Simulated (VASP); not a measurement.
# AlN (Fdd2) in VASP: further runs

Runs on AlN. Level: PBE. Tasks: single point.

Everything below comes from runs of VASP 6.6.1. Logs are shortened: lines on timing, memory, paths and dates and some standing lists are left out, and cuts for length are marked.

## 1. The cell of the first run

Symmetry: Fdd2, No. 43, orthorhombic system. The conventional cell has a = 2.766 Å, b = 5.529 Å, c = 8.632 Å, α = 90.00°, β = 90.00°, γ = 90.00°. Al (site symmetry 2) has 4 N at 1.76 to 1.88 Å within 2.3 Å. Within 2.3 Å of N (site symmetry 2) lie 4 Al at 1.76 to 1.88 Å.

The cell was built from a structure type or drawn by symmetry, and may not be a known phase.

## 2. Single point, PBE

INCAR

```
ALGO = Normal
EDIFF = 1E-6
ENCUT = 520
GGA = PE
ISIF = 2
ISMEAR = 0
LASPH = T
LCHARG = T
LELF = T
LREAL = F
LVHAR = T
LWAVE = F
NBANDS = 16
NELM = 80
PREC = Accurate
SIGMA = 0.1
```

KPOINTS

```
k-points
0
Gamma
  8 8 8
```

POSCAR

```
AlN
1.0
    0.0000000000      2.7645773900      4.3159144600
    1.3831399500      0.0000000000      4.3159144600
    1.3831399500      2.7645773900      0.0000000000
Al N
2 2
Direct
    0.9367689500      0.9367689500      0.5632310500
    0.6867689500      0.6867689500      0.3132310500
    0.3132310500      0.3132310500      0.6867689500
    0.5632310500      0.5632310500      0.9367689500
```

Potentials or basis: VASP PAW PBE potentials, release 64 (Al, N).

The run is started by

```
cat potpaw_PBE.64/Al/POTCAR potpaw_PBE.64/N/POTCAR > POTCAR
mpirun -np 1 vasp_std > vasp.out
```

OUTCAR:

```text
EDIFF = 1E-6
   ENCUT = 520
   GGA = PE
   ISIF = 2
   ISMEAR = 0
   LASPH = T
   LREAL = F
   NELM = 80
   PREC = Accurate

 ion  position               nearest neighbor table
   1  0.937  0.937  0.563-   4 1.76   4 1.76   3 1.88   3 1.88   2 2.65   2 2.65   2 2.65   2 2.65
                             2 3.30   2 3.30   2 3.30   2 3.30
   2  0.687  0.687  0.313-   3 1.76   3 1.76   4 1.88   4 1.88   1 2.65   1 2.65   1 2.65   1 2.65
                             1 3.30   1 3.30   1 3.30   1 3.30
   3  0.313  0.313  0.687-   2 1.76   2 1.76   1 1.88   1 1.88
   4  0.563  0.563  0.937-   1 1.76   1 1.76   2 1.88   2 1.88

  LATTYP: Found a face centered orthorhombic cell.
 ALAT       =     2.7662799000
 B/A-ratio  =     1.9987690978
 C/A-ratio  =     3.1203743772

  Lattice vectors:

 A1 = (   0.0000000000,   2.7645773900,   4.3159144600)
 A2 = (   1.3831399500,   0.0000000000,   4.3159144600)
 A3 = (   1.3831399500,   2.7645773900,   0.0000000000)

Analysis of symmetry for initial positions (statically):
=====================================================================
 Subroutine PRICEL returns:
 Original cell was already a primitive cell.

 Routine SETGRP: Setting up the symmetry group for a
 face centered orthorhombic supercell.

 Subroutine GETGRP returns: Found  4 space group operations
 (whereof  2 operations were pure point group operations)
 out of a pool of  8 trial point group operations.

The static configuration has the point symmetry C_2 .
 The point group associated with its full space group is C_2v.

Analysis of symmetry for dynamics (positions and initial velocities):
=====================================================================
 Subroutine PRICEL returns:
 Original cell was already a primitive cell.

 Routine SETGRP: Setting up the symmetry group for a
 face centered orthorhombic supercell.

 Subroutine GETGRP returns: Found  4 space group operations
 (whereof  2 operations were pure point group operations)
 out of a pool of  8 trial point group operations.

The dynamic configuration has the point symmetry C_2 .
 The point group associated with its full space group is C_2v.

 Subroutine INISYM returns: Found  4 space group operations
 (whereof  2 operations are pure point group operations),
 and found     1 'primitive' translations

----------------------------------------------------------------------------------------

                                     Primitive cell

  volume of cell :      33.0064

  direct lattice vectors                    reciprocal lattice vectors
     0.000000000  2.764577390  4.315914460    -0.361496319  0.180859469  0.115850303
     1.383139950  0.000000000  4.315914460     0.361496319 -0.180859469  0.115850303
     1.383139950  2.764577390  0.000000000     0.361496319  0.180859469 -0.115850303

  length of vectors
     5.125427375  4.532129052  3.091272273     0.420489035  0.420489035  0.420489035

  position of ions in fractional coordinates (direct lattice)
     0.936768950  0.936768950  0.563231050
     0.686768950  0.686768950  0.313231050
     0.313231050  0.313231050  0.686768950
     0.563231050  0.563231050  0.936768950

  ion indices of the primitive-cell ions
   primitive index   ion index
                 1           1
                 2           2
                 3           3
                 4           4

----------------------------------------------------------------------------------------

 KPOINTS: k-points

Automatic generation of k-mesh.
 Grid dimensions read from file:
 generate k-points for:    8    8    8

 Generating k-lattice:

  Cartesian coordinates                     Fractional coordinates (reciprocal lattice)
    -0.045187040  0.022607434  0.014481288     0.125000000  0.000000000 -0.000000000
     0.045187040 -0.022607434  0.014481288     0.000000000  0.125000000  0.000000000
     0.045187040  0.022607434 -0.014481288    -0.000000000  0.000000000  0.125000000

  Length of vectors
     0.052561129  0.052561129  0.052561129

  Shift w.r.t. Gamma in fractional coordinates (k-lattice)
     0.000000000  0.000000000  0.000000000

 Subroutine IBZKPT returns following result:
 ===========================================

 Found     95 irreducible k-points:

 Following reciprocal coordinates:
            Coordinates               Weight
  0.000000  0.000000  0.000000      1.000000
  0.125000 -0.000000  0.000000      8.000000
  0.250000 -0.000000  0.000000      8.000000
  0.375000 -0.000000 -0.000000      8.000000
  0.500000 -0.000000  0.000000      4.000000
  0.125000  0.125000  0.000000      2.000000
[... 16 lines left out ...]
  0.250000 -0.000000  0.125000      8.000000
  0.375000 -0.000000  0.125000      8.000000
 [... further k-points ...]
   k-points           NKPTS =     95   k-points in BZ     NKDIM =     95   number of bands    NBANDS=     16
   number of dos      NEDOS =    301   number of ions     NIONS =      4
   total plane-waves  NPLWV =  34560
   dimension x,y,z NGX =    40 NGY =   36 NGZ =   24
   dimension x,y,z NGXF=    80 NGYF=   72 NGZF=   48
   ions per type =               2   2
   NGX,Y,Z   is equivalent  to a cutoff of  12.97, 13.21, 12.91 a.u.
   NGXF,Y,Z  is equivalent  to a cutoff of  25.95, 26.41, 25.81 a.u.
 SYSTEM =  unknown system
   PREC   = accura    normal or accurate (medium, high low for compatibility)
   ISTART =      0    job   : 0-new  1-cont  2-samecut
   ICHARG =      2    charge: 1-file 2-atom 10-const
   ISPIN  =      1    spin polarized calculation?
   LNONCOLLINEAR =      F non collinear calculations
   LSORBIT =      F    spin-orbit coupling
   LASPH  =      T    aspherical Exc in radial PAW
   ENCUT  =  520.0 eV  38.22 Ry    6.18 a.u.   9.53  8.43  5.75*2*pi/ulx,y,z
   NELM   =     80;   NELMIN=  2; NELMDL= -5     # of ELM steps
   EDIFF  = 0.1E-05   stopping-criterion for ELM
   LREAL  =      F    real-space projection
   EDIFFG = 0.1E-04   stopping-criterion for IOM
   NSW    =      0    number of steps for IOM
   IBRION =     -1    ionic relax: 0-MD 1-quasi-New 2-CG
   NFREE  =      0    steps in history (QN), initial steepest desc. (CG)
   ISIF   =      2    stress and relaxation
   ISYM   =      2    0-nonsym 1-usesym 2-fastsym
   POTIM  = 0.5000    time-step for ionic-motion
   TEBEG  =    0.0;   TEEND  =   0.0 temperature during run
   PSTRESS=    0.0 pullay stress
   NELECT =      16.0000    total number of electrons
   NUPDOWN=      -1.0000    fix difference up-down
   EMIN   =  10.00;   EMAX   =-10.00  energy-range for DOS
   EFERMI =   0.00;   METHOD = LEGACY
   ISMEAR =     0;   SIGMA  =   0.10  broadening in eV -4-tet -1-fermi 0-gaus
   EFERMI_NEDOS =   21; number of points for ismear=-14 and -15
   IALGO  =     38    algorithm
   IMIX   =      4    mixing-type and parameters
     AMIX     =   0.40;   BMIX     =  1.00
     AMIX_MAG =   1.60;   BMIX_MAG =  1.00
  volume/ion in A,a.u.               =       8.25        55.68
  Fermi-wavevector in a.u.,A,eV,Ry     =   1.286024  2.430232 22.502085  1.653857
  Thomas-Fermi vector in A             =   2.418123
   LORBIT       =      0    0 simple, 1 ext, 2 COOP (PROOUT), +10 PAW based schemes
   GGA     = PE    functional components
   LHFCALC =     F    Hartree Fock is set to
   AEXX    =    0.0000 exact exchange contribution
   IVDW    =     0    specifies the selected vdW correction
   LEPSILON=     F    determine dielectric tensor
   LRPA    =     F    only Hartree local field effects (RPA)
 non-spin polarized calculation
 Gauss-broadening in eV      SIGMA  =   0.10
  energy-cutoff  :      520.00
  volume of cell :       33.01
 maximum number of plane-waves:       900
 NGX is ok and might be reduce to    40

 number of electron      16.0000001 magnetization

 Free energy of the ion-electron system (eV)
  ---------------------------------------------------
  ext. energy  EPLUGINS =         0.00000000
  ---------------------------------------------------
  free energy    TOTEN  =       -27.01587231 eV

  energy without entropy =      -27.01587231  energy(sigma->0) =      -27.01587231

 E-fermi :  10.0417     XC(G=0): -12.1282

 val. band max:        9.5748471192   @ k =   0.0000   0.0000   0.0000
 cond. band min:      13.4224748359   @ k =   0.0000   0.0000   0.0000
 fundamental gap:      3.8476277167
 Fermi energy:        10.0416584077

 k-point     1 :       0.0000    0.0000    0.0000
  band No.  band energies     occupation
      1      -7.8238      2.00000
      2      -4.1480      2.00000
      3       2.2518      2.00000
      4       7.1231      2.00000
      5       8.1751      2.00000
      6       8.8482      2.00000
[... 8 lines left out ...]
     15      23.6579      0.00000
     16      23.9384      0.00000

 k-point     2 :       0.1250   -0.0000    0.0000
  band No.  band energies     occupation
      1      -7.5292      2.00000
      2      -4.0615      2.00000
      3       2.6015      2.00000
      4       6.6545      2.00000
      5       7.4790      2.00000
      6       7.8264      2.00000
[... 8 lines left out ...]
     15      23.9547      0.00000
     16      24.7060      0.00000

 k-point     3 :       0.2500   -0.0000    0.0000
  band No.  band energies     occupation
      1      -6.6953      2.00000
      2      -3.8233      2.00000
      3       3.4338      2.00000
      4       4.8630      2.00000
      5       5.9493      2.00000
      6       6.9341      2.00000
[... 8 lines left out ...]
     15      24.7447      0.00000
     16      25.9050      0.00000

 k-point     4 :       0.3750   -0.0000   -0.0000
  band No.  band energies     occupation
      1      -5.5323      2.00000
      2      -3.5912      2.00000
      3       2.7950      2.00000
      4       3.6200      2.00000
      5       5.3854      2.00000
      6       6.8059      2.00000
[... 8 lines left out ...]
     15      25.2878      0.00000
     16      26.3273      0.00000

 k-point     5 :       0.5000   -0.0000    0.0000
  band No.  band energies     occupation
      1      -4.7799      2.00000
      2      -3.6099      2.00000
      3       1.8858      2.00000
      4       3.2023      2.00000
      5       5.6349      2.00000
      6       7.1780      2.00000
[... 8 lines left out ...]
     15      25.5636      0.00000
     16      26.0519      0.00000

 k-point     6 :       0.1250    0.1250    0.0000
  band No.  band energies     occupation
      1      -7.7316      2.00000
      2      -4.3970      2.00000
      3       2.6011      2.00000
      4       7.1646      2.00000
      5       8.1389      2.00000
      6       8.8625      2.00000
[... 8 lines left out ...]
     15      23.3306      0.00000
     16      24.0229      0.00000
[... 267 lines left out ...]
 k-point    21 :       0.5000    0.5000    0.0000
  band No.  band energies     occupation
      1      -6.4252      2.00000
      2      -6.4252      2.00000
      3       5.9678      2.00000
      4       5.9678      2.00000
      5       7.6677      2.00000
      6       7.6677      2.00000
[... 8 lines left out ...]
     15      22.4243      0.00000
     16      22.4243      0.00000

 k-point    22 :       0.1250    0.0000    0.1250
  band No.  band energies     occupation
      1      -7.6093      2.00000
      2      -4.0942      2.00000
      3       2.4854      2.00000
      4       6.1428      2.00000
      5       7.6643      2.00000
      6       8.6317      2.00000
[... 8 lines left out ...]
     15      24.0120      0.00000
     16      25.1019      0.00000

 k-point    23 :       0.2500   -0.0000    0.1250
  band No.  band energies     occupation
      1      -7.1152      2.00000
      2      -3.9768      2.00000
      3       3.0068      2.00000
      4       5.3597      2.00000
      5       6.5613      2.00000
      6       7.4323      2.00000
[... 8 lines left out ...]
     15      24.4817      0.00000
     16      25.5824      0.00000

 k-point    24 :       0.3750   -0.0000    0.1250
  band No.  band energies     occupation
      1      -6.1411      2.00000
      2      -3.7610      2.00000
      3       3.5930      2.00000
      4       4.2173      2.00000
      5       5.7772      2.00000
      6       5.8236      2.00000
[... 8 lines left out ...]
     15      25.3808      0.00000
     16      26.7122      0.00000

 [... further k-points ...]
[... 5 lines left out ...]
  --------------------------------------------------------------------------------------
  -------------------------------------------------------------------------------------
  Total       11.1597862      5.9820185     18.5430574      0.0000000      0.0000000      0.0000000
  in kB      541.7123739    290.3759418    900.1071743      0.0000000      0.0000000      0.0000000
  external PRESSURE =     577.3984967 kB  Pullay stress =       0.0000000 kB

 VOLUME and BASIS-vectors are now :
 -----------------------------------------------------------------------------
  energy-cutoff  :      520.00
  volume of cell :       33.01
      direct lattice vectors                 reciprocal lattice vectors
     0.000000000  2.764577390  4.315914460    -0.361496319  0.180859469  0.115850303
     1.383139950  0.000000000  4.315914460     0.361496319 -0.180859469  0.115850303
     1.383139950  2.764577390  0.000000000     0.361496319  0.180859469 -0.115850303

 POSITION                                       TOTAL-FORCE (eV/Angst)
 -----------------------------------------------------------------------------------
      2.07471      4.14687      8.08603         0.000000      0.000000     -1.887943
      1.38314      2.76458      5.92807         0.000000      0.000000     -1.887943
      1.38314      2.76458      2.70376        -0.000000     -0.000000      1.887943
      2.07471      4.14687      4.86171         0.000000      0.000000      1.887943
 -----------------------------------------------------------------------------------
    total drift:                               -0.000003     -0.000002      0.000333

  FREE ENERGIE OF THE ION-ELECTRON SYSTEM (eV)
  ---------------------------------------------------
  free  energy   TOTEN  =       -27.0158723134 eV

  energy  without entropy=      -27.0158723134  energy(sigma->0) =      -27.01587231
```

It took 57 s on 1 thread of AMD EPYC 7R13 (Zen 3), shared host; peak memory 0.16 GiB.

What came out:

```
Free energy            : -27.0159 eV
Pressure               : 57.7 GPa
Largest force          : 1.888 eV/Å
Band gap on the k mesh : 3.85 eV
```

Forces in eV/Å, atoms in the order of the input:
```
Al   0.000  0.000 -1.888
Al   0.000  0.000 -1.888
N    0.000  0.000  1.888
N    0.000  0.000  1.888
```

Caveat: the cell stands under pressure; forces of over 1 eV/Å act on the atoms, so gaps and moduli don't describe the material at rest.

## 3. Single point, PBE

This run uses another cell than the first one, of 9.79 Å³/atom.

INCAR

```
SYSTEM = AlN
PREC = Accurate
ENCUT = 520
EDIFF = 1E-7
ISMEAR = 0
SIGMA = 0.1
LREAL = .False.
LASPH = .True.
NELM = 60
ALGO = Normal
ISIF = 2
LWAVE = .False.
LCHARG = .True.
GGA = PE
LELF = .True.
LVHAR = .True.
NBANDS = 16
```

KPOINTS

```
regular mesh
0
Gamma
  8 8 8
  0 0 0
```

POSCAR

```
AlN
1.0
    0.0000000000      2.8173915447      4.8437873806
    1.4341071650      0.0000000000      4.8437873806
    1.4341071650      2.8173915447      0.0000000000
Al N
2 2
Direct
    0.9337497869      0.9337497869      0.5662502131
    0.6837497869      0.6837497869      0.3162502131
    0.3162502131      0.3162502131      0.6837497869
    0.5662502131      0.5662502131      0.9337497869
```

Potentials or basis: VASP PAW PBE potentials, release 64 (Al, N).

The run is started by

```
cat potpaw_PBE.64/Al/POTCAR potpaw_PBE.64/N/POTCAR > POTCAR
mpirun -np 1 vasp_std > vasp.out
```

Wall time 68 s (1 thread of AMD EPYC 7R13 (Zen 3), shared host); peak memory 0.18 GiB.

It converged, with:

* Free energy: -28.3723 eV
* Pressure: -0.3 GPa
* Band gap on the k mesh: 3.17 eV

Forces on the atoms (eV/Å):
```
Al   0.000  0.000 -0.002
Al   0.000  0.000 -0.002
N    0.000  0.000  0.002
N    0.000  0.000  0.002
```

Levels at points of the mesh, in eV from the valence-band top:
```tsv
k point	band 5	band 6	band 7	band 8	band 9	band 10	band 11	band 12
(0.00, 0.00, 0.00)	-1.11	-0.67	-0.32	0.00	3.17	4.07	9.31	10.97
(0.50, 0.00, 0.00)	-3.71	-2.43	-2.02	-1.36	4.28	4.66	5.28	9.21
(0.50, 0.50, 0.00)	-1.52	-1.52	-0.19	-0.19	4.83	4.83	8.65	8.65
(0.50, 0.00, 0.50)	-4.05	-4.05	-1.14	-1.14	5.92	5.92	8.61	8.61
(0.00, 0.50, 0.50)	-1.94	-1.94	-1.06	-1.06	4.60	4.60	7.90	7.90
```

A k mesh can miss the band edges.

## 4. Single point, PBE

This run uses another cell than the first one: it holds 8 atoms, not 4.

INCAR

```
SYSTEM = AlN
PREC = Accurate
ENCUT = 520
EDIFF = 1E-7
ISMEAR = 0
SIGMA = 0.1
LREAL = .FALSE.
LASPH = .TRUE.
NELM = 80
ALGO = Normal
ISIF = 2
LWAVE = .FALSE.
LCHARG = .TRUE.
GGA = PE
LELF = .TRUE.
LVHAR = .TRUE.
NBANDS = 26
```

KPOINTS

```
Automatic mesh
0
G
  4 4 4
  0 0 0
```

POSCAR

```
AlN
1.0
    1.4338816269     -2.8173469758      0.0000000000
   -1.4338816269      0.0000000000     -4.8445546422
    4.3016448806      2.8173469758      0.0000000000
Al N
4 4
Direct
    0.9668733428      0.8674933711      0.4668733428
    0.4668733428      0.8674933711      0.9668733428
    0.3418733428      0.3674933711      0.3418733428
    0.8418733428      0.3674933711      0.8418733428
    0.1581266572      0.6325066289      0.1581266572
    0.6581266572      0.6325066289      0.6581266572
    0.7831266572      0.1325066289      0.2831266572
    0.2831266572      0.1325066289      0.7831266572
```

The run is started by

```
cat potpaw_PBE.64/Al/POTCAR potpaw_PBE.64/N/POTCAR > POTCAR
mpirun -np 1 vasp_std > vasp.out
```

Wall time 51 s (1 thread of AMD EPYC 7R13 (Zen 3), shared host); peak memory 0.18 GiB.

It converged, with:

| Property | Result |
| --- | --- |
| Free energy | -56.7181 eV |
| Pressure | -0.2 GPa |
| Largest force | 0.009 eV/Å |
| Band gap on the k mesh | 3.17 eV |

Forces in eV/Å, atoms in the order of the input:
```
Al   0.000  0.000  0.002
Al   0.000  0.000  0.002
Al   0.000  0.000  0.009
Al   0.000  0.000  0.009
N    0.000  0.000 -0.003
N    0.000  0.000 -0.003
N    0.000  0.000 -0.007
N    0.000  0.000 -0.007
```

Stress tensor (GPa, compression positive):
```
-0.25 -0.23  0.00
-0.23  0.10  0.00
 0.00  0.00 -0.54
```

Levels at points of the mesh, in eV from the valence-band top:
```
           k point  band 12  band 13  band 14  band 15  band 16  band 17  band 18  band 19  band 20  band 21
(0.00, 0.00, 0.00)    -1.36    -1.11    -0.68    -0.32     0.00     3.17     4.07     4.27     4.66     5.28
(0.50, 0.00, 0.00)    -3.70    -2.97    -2.97    -1.79    -1.79     6.06     6.06     7.00     7.00     7.67
(0.00, 0.50, 0.00)    -1.52    -1.52    -1.36    -0.20    -0.19     4.27     4.66     4.83     4.83     5.28
(0.50, 0.50, 0.00)    -3.20    -2.13    -2.13    -1.37    -1.37     5.57     5.57     6.63     6.63     7.45
(0.00, 0.00, 0.50)    -2.15    -1.14    -1.14    -0.80    -0.80     5.12     5.12     5.65     5.65     7.01
(0.50, 0.00, 0.50)    -2.43    -2.02    -1.36    -1.14    -1.14     4.27     4.66     5.28     5.91     5.91
(0.00, 0.50, 0.50)    -2.40    -1.57    -1.57    -0.95    -0.95     5.68     5.68     5.86     5.86     6.90
(0.50, 0.50, 0.50)    -1.95    -1.95    -1.36    -1.06    -1.06     4.27     4.59     4.59     4.66     5.28
```

Caveat: the k points lie up to 0.51 Å⁻¹ apart.

## 5. Overview

| cell | k mesh | gap on the mesh (eV) | pressure (GPa) | largest force (eV/Å) |
| --- | --- | --- | --- | --- |
| a = 5.125, b = 4.532, c = 3.091 Å, angles 82.2, 61.2, 36.7°, 4 atoms, atomic positions A | 8 × 8 × 8 | 3.85 | 57.7 | 1.89 |
| a = 5.604, b = 5.052, c = 3.161 Å, angles 82.6, 63.4, 34.0°, 4 atoms, atomic positions B | 8 × 8 × 8 | 3.17 | -0.3 | - |
| a = 3.161, b = 5.052, c = 5.142 Å, angles 103.7, 96.2, 97.4°, 8 atoms, atomic positions C | 4 × 4 × 4 | 3.17 | -0.2 | 0.01 |

Alike in all rows: task single point; level PBE; potentials or basis VASP PAW PBE potentials, release 64 (Al, N); no spin polarisation; cutoff (eV) 520; smearing gaussian 0.1 eV.

Caveats: some runs use coarse meshes; the cell stands under pressure (at least some runs); forces of over 1 eV/Å act on the atoms, so gaps and moduli don't describe the material at rest (at least some runs).

Total energies depend on the potentials used, so only differences within one code and one set of settings carry meaning.
